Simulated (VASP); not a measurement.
# PtRh2 (R-3m) in VASP: notebook

Runs on PtRh2. Level: PBE. Tasks: single point, relaxation of cell and atoms.

Everything below comes from runs of VASP 6.6.1. Logs are shortened: lines on timing, memory, paths and dates and some standing lists are left out, and cuts for length are marked.

### Step 1. The cell of the first run

The structure is trigonal, space group R-3m (No. 166). The conventional cell has a = 3.186 Å, b = 3.186 Å, c = 14.433 Å, α = 90.00°, β = 90.00°, γ = 120.00°. Within 2.9 Å of Rh (site symmetry 3m) lie 3 Pt at 2.20 Å. Pt (site symmetry -3m) has 6 Rh at 2.20 Å within 2.9 Å.

### Step 2. Single point, PBE

File INCAR:

```
SYSTEM = PtRh2
PREC     = Accurate       ! precision mode
ENCUT    = 520            ! plane-wave cutoff, eV
EDIFF    = 1E-7           ! SCF threshold, eV
ISMEAR   = 0              ! smearing method
SIGMA    = 0.1            ! smearing width, eV
LREAL    = .FALSE.        ! projectors in reciprocal space
LASPH    = .TRUE.         ! aspherical terms in the spheres
NELM     = 60             ! most SCF steps
ALGO     = Fast           ! electronic algorithm
ISIF     = 2              ! what is computed and relaxed
LWAVE    = .FALSE.        ! write WAVECAR
LCHARG   = .FALSE.        ! write CHGCAR
GGA      = PE             ! functional
NBANDS   = 27             ! bands
```

File KPOINTS:

```
regular mesh
0
G
  6 6 6
  0 0 0
```

File POSCAR:

```
PtRh2
1.0
    1.5928747544      0.9196466682      4.8108892362
   -1.5928747544      0.9196466682      4.8108892362
    0.0000000000     -1.8392933365      4.8108892362
Rh Pt
2 1
Direct
    0.7500000000      0.7500000000      0.7500000000
    0.2500000000      0.2500000000      0.2500000000
    0.0000000000      0.0000000000      0.0000000000
```

Potentials or basis: VASP PAW PBE potentials, release 64 (Rh_pv, Pt).

On the command line:

```console
$ cat potpaw_PBE.64/Rh_pv/POTCAR potpaw_PBE.64/Pt/POTCAR > POTCAR
$ mpirun -np 1 vasp_std > vasp.out
```

OUTCAR:

```text
SYSTEM = PtRh2
   PREC = Accurate
   ENCUT = 520
   EDIFF = 1E-7
   ISMEAR = 0
   LREAL = .FALSE.
   LASPH = .TRUE.
   NELM = 60
   ISIF = 2
   GGA = PE

 ion  position               nearest neighbor table
   1  0.750  0.750  0.750-   3 2.20   3 2.20   3 2.20   2 3.03   2 3.03   2 3.03   2 3.03   2 3.03
                             2 3.03
   2  0.250  0.250  0.250-   3 2.20   3 2.20   3 2.20   1 3.03   1 3.03   1 3.03   1 3.03   1 3.03
                             1 3.03
   3  0.000  0.000  0.000-   1 2.20   1 2.20   2 2.20   2 2.20   1 2.20   2 2.20

  LATTYP: Found a trigonal (rhomboedric) cell.
 ALAT       =     5.1505004825
 COS(alpha) =     0.8087090652

  Lattice vectors:

 A1 = (   1.5928747544,   0.9196466682,   4.8108892362)
 A2 = (  -1.5928747544,   0.9196466682,   4.8108892362)
 A3 = (   0.0000000000,  -1.8392933365,   4.8108892362)

Analysis of symmetry for initial positions (statically):
=====================================================================
 Subroutine PRICEL returns:
 Original cell was already a primitive cell.

 Routine SETGRP: Setting up the symmetry group for a
 trigonal (rhombohedral) supercell.

 Subroutine GETGRP returns: Found 12 space group operations
 (whereof 12 operations were pure point group operations)
 out of a pool of 12 trial point group operations.

The static configuration has the point symmetry D_3d.

Analysis of symmetry for dynamics (positions and initial velocities):
=====================================================================
 Subroutine PRICEL returns:
 Original cell was already a primitive cell.

 Routine SETGRP: Setting up the symmetry group for a
 trigonal (rhombohedral) supercell.

 Subroutine GETGRP returns: Found 12 space group operations
 (whereof 12 operations were pure point group operations)
 out of a pool of 12 trial point group operations.

The dynamic configuration has the point symmetry D_3d.

 Subroutine INISYM returns: Found 12 space group operations
 (whereof 12 operations are pure point group operations),
 and found     1 'primitive' translations

----------------------------------------------------------------------------------------

                                     Primitive cell

  volume of cell :      42.2843

  direct lattice vectors                    reciprocal lattice vectors
     1.592874754  0.919646668  4.810889236     0.313897875  0.181229022  0.069287260
    -1.592874754  0.919646668  4.810889236    -0.313897875  0.181229022  0.069287260
     0.000000000 -1.839293336  4.810889236     0.000000000 -0.362458045  0.069287260

  length of vectors
     5.150500483  5.150500483  5.150500483     0.369021082  0.369021082  0.369021082

  position of ions in fractional coordinates (direct lattice)
     0.750000000  0.750000000  0.750000000
     0.250000000  0.250000000  0.250000000
     0.000000000  0.000000000  0.000000000

  ion indices of the primitive-cell ions
   primitive index   ion index
                 1           1
                 2           2
                 3           3

----------------------------------------------------------------------------------------

 KPOINTS: regular mesh

Automatic generation of k-mesh.
 Grid dimensions read from file:
 generate k-points for:    6    6    6

 Generating k-lattice:

  Cartesian coordinates                     Fractional coordinates (reciprocal lattice)
     0.052316312  0.030204837  0.011547877     0.166666667 -0.000000000  0.000000000
    -0.052316312  0.030204837  0.011547877    -0.000000000  0.166666667  0.000000000
     0.000000000 -0.060409674  0.011547877     0.000000000  0.000000000  0.166666667

  Length of vectors
     0.061503514  0.061503514  0.061503514

  Shift w.r.t. Gamma in fractional coordinates (k-lattice)
     0.000000000  0.000000000  0.000000000

 Subroutine IBZKPT returns following result:
 ===========================================

 Found     32 irreducible k-points:

 Following reciprocal coordinates:
            Coordinates               Weight
  0.000000  0.000000  0.000000      1.000000
  0.166667 -0.000000  0.000000      6.000000
  0.333333 -0.000000  0.000000      6.000000
  0.500000 -0.000000  0.000000      3.000000
  0.166667  0.166667  0.000000      6.000000
  0.333333  0.166667  0.000000     12.000000
[... 16 lines left out ...]
  0.500000  0.500000  0.166667      6.000000
 -0.333333  0.500000  0.166667     12.000000
 [... further k-points ...]
   k-points           NKPTS =     32   k-points in BZ     NKDIM =     32   number of bands    NBANDS=     27
   number of dos      NEDOS =    301   number of ions     NIONS =      3
   total plane-waves  NPLWV =  64000
   dimension x,y,z NGX =    40 NGY =   40 NGZ =   40
   dimension x,y,z NGXF=    80 NGYF=   80 NGZF=   80
   ions per type =               2   1
   NGX,Y,Z   is equivalent  to a cutoff of  12.91, 12.91, 12.91 a.u.
   NGXF,Y,Z  is equivalent  to a cutoff of  25.82, 25.82, 25.82 a.u.
 SYSTEM =  PtRh2
   PREC   = accura    normal or accurate (medium, high low for compatibility)
   ISTART =      0    job   : 0-new  1-cont  2-samecut
   ICHARG =      2    charge: 1-file 2-atom 10-const
   ISPIN  =      1    spin polarized calculation?
   LNONCOLLINEAR =      F non collinear calculations
   LSORBIT =      F    spin-orbit coupling
   LASPH  =      T    aspherical Exc in radial PAW
   ENCUT  =  520.0 eV  38.22 Ry    6.18 a.u.   9.58  9.58  9.58*2*pi/ulx,y,z
   NELM   =     60;   NELMIN=  2; NELMDL= -5     # of ELM steps
   EDIFF  = 0.1E-06   stopping-criterion for ELM
   LREAL  =      F    real-space projection
   EDIFFG = 0.1E-05   stopping-criterion for IOM
   NSW    =      0    number of steps for IOM
   IBRION =     -1    ionic relax: 0-MD 1-quasi-New 2-CG
   NFREE  =      0    steps in history (QN), initial steepest desc. (CG)
   ISIF   =      2    stress and relaxation
   ISYM   =      2    0-nonsym 1-usesym 2-fastsym
   POTIM  = 0.5000    time-step for ionic-motion
   TEBEG  =    0.0;   TEEND  =   0.0 temperature during run
   PSTRESS=    0.0 pullay stress
   NELECT =      40.0000    total number of electrons
   NUPDOWN=      -1.0000    fix difference up-down
   EMIN   =  10.00;   EMAX   =-10.00  energy-range for DOS
   EFERMI =   0.00;   METHOD = LEGACY
   ISMEAR =     0;   SIGMA  =   0.10  broadening in eV -4-tet -1-fermi 0-gaus
   EFERMI_NEDOS =   21; number of points for ismear=-14 and -15
   IALGO  =     68    algorithm
   IMIX   =      4    mixing-type and parameters
     AMIX     =   0.40;   BMIX     =  1.00
     AMIX_MAG =   1.60;   BMIX_MAG =  1.00
  volume/ion in A,a.u.               =      14.09        95.12
  Fermi-wavevector in a.u.,A,eV,Ry     =   1.607071  3.036924 35.139459  2.582677
  Thomas-Fermi vector in A             =   2.703158
   LORBIT       =      0    0 simple, 1 ext, 2 COOP (PROOUT), +10 PAW based schemes
   GGA     = PE    functional components
   LHFCALC =     F    Hartree Fock is set to
   AEXX    =    0.0000 exact exchange contribution
   IVDW    =     0    specifies the selected vdW correction
   LEPSILON=     F    determine dielectric tensor
   LRPA    =     F    only Hartree local field effects (RPA)
 non-spin polarized calculation
 RMM-DIIS sequential band-by-band and
 Gauss-broadening in eV      SIGMA  =   0.10
  energy-cutoff  :      520.00
  volume of cell :       42.28
 maximum number of plane-waves:      1152
 NGX is ok and might be reduce to    40
   NGX = 19   NGY = 19   NGZ = 19

 number of electron      40.0000003 magnetization

 Free energy of the ion-electron system (eV)
  ---------------------------------------------------
  ext. energy  EPLUGINS =         0.00000000
  ---------------------------------------------------
  free energy    TOTEN  =       -12.63523673 eV

  energy without entropy =      -12.61710472  energy(sigma->0) =      -12.62617072

 E-fermi :  12.6197     XC(G=0): -13.5371

 val. band max:       12.5978473227   @ k =   0.5000   0.5000   0.0000
 cond. band min:      12.6237366403   @ k =   0.5000   0.1667   0.0000
 fundamental gap:      0.0258893176
 Fermi energy:        12.6197307187

 k-point     1 :       0.0000    0.0000    0.0000
  band No.  band energies     occupation
      1     -34.4273      2.00000
      2     -34.4013      2.00000
      3     -34.4013      2.00000
      4     -34.3035      2.00000
      5     -34.3035      2.00000
      6     -34.1861      2.00000
[... 19 lines left out ...]
     26      26.7096      0.00000
     27      28.8306      0.00000

 k-point     2 :       0.1667   -0.0000    0.0000
  band No.  band energies     occupation
      1     -34.4105      2.00000
      2     -34.4006      2.00000
      3     -34.3971      2.00000
      4     -34.3370      2.00000
      5     -34.3119      2.00000
      6     -34.2027      2.00000
[... 19 lines left out ...]
     26      24.4660      0.00000
     27      26.2458      0.00000

 k-point     3 :       0.3333   -0.0000    0.0000
  band No.  band energies     occupation
      1     -34.4251      2.00000
      2     -34.4039      2.00000
      3     -34.3996      2.00000
      4     -34.3342      2.00000
      5     -34.3283      2.00000
      6     -34.2414      2.00000
[... 19 lines left out ...]
     26      22.2162      0.00000
     27      23.8725      0.00000

 k-point     4 :       0.5000   -0.0000    0.0000
  band No.  band energies     occupation
      1     -34.4594      2.00000
      2     -34.3994      2.00000
      3     -34.3960      2.00000
      4     -34.3361      2.00000
      5     -34.3165      2.00000
      6     -34.2611      2.00000
[... 19 lines left out ...]
     26      22.2683      0.00000
     27      22.5120      0.00000

 k-point     5 :       0.1667    0.1667    0.0000
  band No.  band energies     occupation
      1     -34.4137      2.00000
      2     -34.4001      2.00000
      3     -34.3875      2.00000
      4     -34.3405      2.00000
      5     -34.3123      2.00000
      6     -34.2057      2.00000
[... 19 lines left out ...]
     26      24.9160      0.00000
     27      25.7747      0.00000

 k-point     6 :       0.3333    0.1667    0.0000
  band No.  band energies     occupation
      1     -34.4212      2.00000
      2     -34.4078      2.00000
      3     -34.3873      2.00000
      4     -34.3358      2.00000
      5     -34.3299      2.00000
      6     -34.2325      2.00000
[... 444 lines left out ...]
      1     -34.4624      2.00000
      2     -34.4139      2.00000
      3     -34.3831      2.00000
      4     -34.3678      2.00000
      5     -34.2804      2.00000
      6     -34.2605      2.00000
[... 19 lines left out ...]
     26      22.4877      0.00000
     27      22.9344      0.00000

 k-point    22 :      -0.1667    0.3333    0.1667
  band No.  band energies     occupation
      1     -34.4580      2.00000
      2     -34.4066      2.00000
      3     -34.3827      2.00000
      4     -34.3572      2.00000
      5     -34.2989      2.00000
      6     -34.2648      2.00000
[... 19 lines left out ...]
     26      20.7705      0.00000
     27      20.9958      0.00000

 k-point    23 :       0.5000    0.5000    0.1667
  band No.  band energies     occupation
      1     -34.4587      2.00000
      2     -34.4146      2.00000
      3     -34.3792      2.00000
      4     -34.3487      2.00000
      5     -34.2768      2.00000
      6     -34.2543      2.00000
[... 19 lines left out ...]
     26      22.1176      0.00000
     27      22.6029      0.00000

 k-point    24 :      -0.3333    0.5000    0.1667
  band No.  band energies     occupation
      1     -34.4709      2.00000
      2     -34.4060      2.00000
      3     -34.3821      2.00000
      4     -34.3774      2.00000
      5     -34.2676      2.00000
      6     -34.2639      2.00000
[... 19 lines left out ...]
     26      21.8146      0.00000
     27      23.1613      0.00000

 [... further k-points ...]

------------------------ aborting loop because EDIFF is reached ----------------------------------------

  FORCE on cell =-STRESS in cart. coord.  units (eV):
  Direction    XX          YY          ZZ          XY          YZ          ZX
  --------------------------------------------------------------------------------------
  -------------------------------------------------------------------------------------
  Total       33.8882017     33.8882017     27.1121018      0.0000000     -0.0000000      0.0000000
  in kB     1284.0438831   1284.0438831   1027.2934737      0.0000000     -0.0000000      0.0000000
  external PRESSURE =    1198.4604133 kB  Pullay stress =       0.0000000 kB

 VOLUME and BASIS-vectors are now :
 -----------------------------------------------------------------------------
  energy-cutoff  :      520.00
  volume of cell :       42.28
      direct lattice vectors                 reciprocal lattice vectors
     1.592874754  0.919646668  4.810889236     0.313897875  0.181229022  0.069287260
    -1.592874754  0.919646668  4.810889236    -0.313897875  0.181229022  0.069287260
     0.000000000 -1.839293336  4.810889236     0.000000000 -0.362458045  0.069287260

 POSITION                                       TOTAL-FORCE (eV/Angst)
 -----------------------------------------------------------------------------------
      0.00000     -0.00000     10.82450         0.000000     -0.000000     12.795502
      0.00000     -0.00000      3.60817         0.000000      0.000000    -12.795502
      0.00000      0.00000      0.00000         0.000000     -0.000000      0.000000
 -----------------------------------------------------------------------------------
    total drift:                               -0.000000      0.000000      0.000000

  FREE ENERGIE OF THE ION-ELECTRON SYSTEM (eV)
  ---------------------------------------------------
  free  energy   TOTEN  =       -12.6352367257 eV

  energy  without entropy=      -12.6171047219  energy(sigma->0) =      -12.62617072
```

It took 53 s on 1 thread of Intel Xeon 6975P-C (Granite Rapids), shared host; peak memory 0.26 GiB.

What came out:

* Free energy: -12.6352 eV
* Pressure: 119.8 GPa
* Largest force: 12.796 eV/Å
* Band gap on the k mesh: zero (bands 20 and 21 overlap by 1.36 eV)

Forces in eV/Å, atoms in the order of the input:
```
Rh    0.000   0.000  12.796
Rh    0.000   0.000 -12.796
Pt    0.000   0.000   0.000
```

Stress tensor (GPa, compression positive):
```
128.40   0.00   0.00
  0.00 128.40   0.00
  0.00   0.00 102.73
```

Caveat: the k points lie up to 0.39 Å⁻¹ apart, too coarse for converged energies and pressures of a metal; spin-orbit coupling is left out, which moves the levels of the heavy elements; forces of over 1 eV/Å act on the atoms, so gaps and moduli don't describe the material at rest.

### Step 3. Single point, PBE

This run uses another cell than the first one, of 14.63 Å³/atom.

File INCAR:

```
SYSTEM = PtRh2
PREC = Accurate ; ENCUT = 520
EDIFF = 1E-6 ; ISMEAR = 0
SIGMA = 0.1 ; LREAL = .False.
LASPH = .True. ; NELM = 80
ALGO = Normal ; ISIF = 2
LWAVE = .False. ; LCHARG = .False.
GGA = PE ; NBANDS = 27
```

File KPOINTS:

```
regular mesh
0
Gamma
  6 6 6
  0 0 0
```

File POSCAR:

```
PtRh2
1.0
    1.3716764291      0.7919377556      6.7361005091
   -1.3716764291      0.7919377556      6.7361005091
    0.0000000000     -1.5838755112      6.7361005091
Rh Pt
2 1
Direct
    0.7801534653      0.7801534653      0.7801534653
    0.2198465347      0.2198465347      0.2198465347
    0.0000000000      0.0000000000      0.0000000000
```

Potentials or basis: VASP PAW PBE potentials, release 64 (Rh_pv, Pt).

On the command line:

```console
$ cat potpaw_PBE.64/Rh_pv/POTCAR potpaw_PBE.64/Pt/POTCAR > POTCAR
$ mpirun -np 1 vasp_std > vasp.out
```

Run time: 1.8 min. Hardware: 1 thread of Intel Xeon 6975P-C (Granite Rapids), shared host; peak memory 0.4 GiB.

The run converged. Its results:

```
Free energy            : -20.5378 eV
Pressure               : -0.2 GPa
Largest force          : 0.004 eV/Å
Band gap on the k mesh : zero (bands 20 and 21 overlap by 1.70 eV)
```

Forces on the atoms (eV/Å):
```
Rh   0.000  0.000  0.004
Rh   0.000  0.000 -0.004
Pt   0.000  0.000  0.000
```

Stress tensor (GPa, compression positive):
```
-0.32  0.00  0.00
 0.00 -0.32  0.00
 0.00  0.00 -0.03
```

Levels at points of the mesh, in eV from the Fermi level:
```csv
k point,band 18,band 19,band 20,band 21,band 22,band 23
"(0.00, 0.00, 0.00)",-2.14,-1.83,-1.83,-0.29,-0.29,-0.13
"(0.50, 0.00, 0.00)",0.14,0.49,0.59,0.73,1.58,2.79
"(0.50, 0.50, 0.00)",0.51,0.52,0.54,0.74,0.98,3.01
"(0.50, 0.50, 0.50)",-1.21,-1.21,-1.10,-1.10,0.21,0.21
```

Caveat: the k points lie up to 0.44 Å⁻¹ apart, too coarse for converged energies and pressures of a metal; spin-orbit coupling is left out, which moves the levels of the heavy elements.

[end of part 1 of 2]
